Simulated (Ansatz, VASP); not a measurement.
**Two plane-wave programs on La2B11**

```
La B
1.0
     8.31400    0.00000    0.00000
     0.00000    4.15700    0.00000
     0.00000    0.00000    4.15700
La B
2 11
Direct
  0.00633 0.00000 0.00000
  0.47793 0.00000 0.00000
  0.25380 0.19688 0.50000
  0.39624 0.50000 0.50000
  0.25380 0.80312 0.50000
  0.25380 0.50000 0.19688
  0.25380 0.50000 0.80312
  0.60194 0.50000 0.50000
  0.75097 0.19994 0.50000
  0.89973 0.50000 0.50000
  0.75097 0.80006 0.50000
  0.75097 0.50000 0.19994
  0.75097 0.50000 0.80006
```

Alike in both runs: functional PBE; dispersion D4; k mesh 2 × 4 × 4; no spin polarisation.

Ansatz relaxed the structure, and its values are those at the end. VASP's run is a single point on that final structure, the one shown.

|  | VASP | Ansatz |
| --- | --- | --- |
| version | VASP 6.6.1 | Ansatz 0.2.0 |
| potentials or method | VASP PAW PBE potentials, release 64 (La, B), cutoff 420 eV | plane waves, PAW |
| occupations | methfessel-paxton of order 1, width 0.15 eV | cold, width 0.15 eV |
| valence electrons in the cell | 55 | 55 |

```csv
,VASP,Ansatz,Ansatz less VASP
gap on the k mesh at the Fermi level (eV),none,none,-
rms of the force components (eV/Å),0.010,0.003,-0.0073
```

A gap of «none» marks a metal or a gap that the smearing closes.

The k mesh is coarse, so the values compare programs but aren't converged. Neither program's run includes spin-orbit coupling.
